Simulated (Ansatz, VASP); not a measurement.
**SnO2: VASP beside Ansatz**

```xyz
6
Lattice="4.8840 0.0000 0.0000 0.0000 4.8841 0.0000 0.0000 0.0000 3.1625" Properties=species:S:1:pos:R:3 pbc="T T T"
Sn    2.4420    2.4420    1.5812
Sn    0.0000    0.0000    0.0000
O     1.4372    1.5577    0.0000
O     3.8792    0.8843    1.5812
O     1.0048    3.9997    1.5812
O     3.4468    3.3264    0.0000
```

Change from the starting cell: mode 4 frozen in at -0.084 Å, strain +e along z and -e/2 along x and y -0.0233.

Alike in both runs: task single point; functional PBE; k mesh 6 × 6 × 8; occupations gaussian, width 0.05 eV; no spin polarisation.

```csv
,VASP,Ansatz
version,VASP 6.6.1,Ansatz 0.2.0
potentials or method,"VASP PAW PBE potentials, release 64 (Sn_d, O), cutoff 520 eV","scalar-relativistic, plane waves, PAW"
valence electrons in the cell,52,52
```

Ansatz gave:

```
gap on the k mesh at the Fermi level (eV)                     : 0.89
least direct gap on the mesh (eV)                             : 0.89
pressure (GPa)                                                : 1.3
traceless stress, the component that is largest in VASP (GPa) : 4.90
rms of the force components (eV/Å)                            : 0.036
```

Problem. What did VASP give for the same quantities?

Solution. gap on the k mesh at the Fermi level (eV): 0.88; least direct gap on the mesh (eV): 0.88; pressure (GPa): 1.9; traceless stress, the component that is largest in VASP (GPa): 5.17; rms of the force components (eV/Å): 0.046.

Atom by atom the forces differ by 0.015 eV/Å (rms over components). With one functional, cell and mesh, what is left measures potentials, basis and numerics.
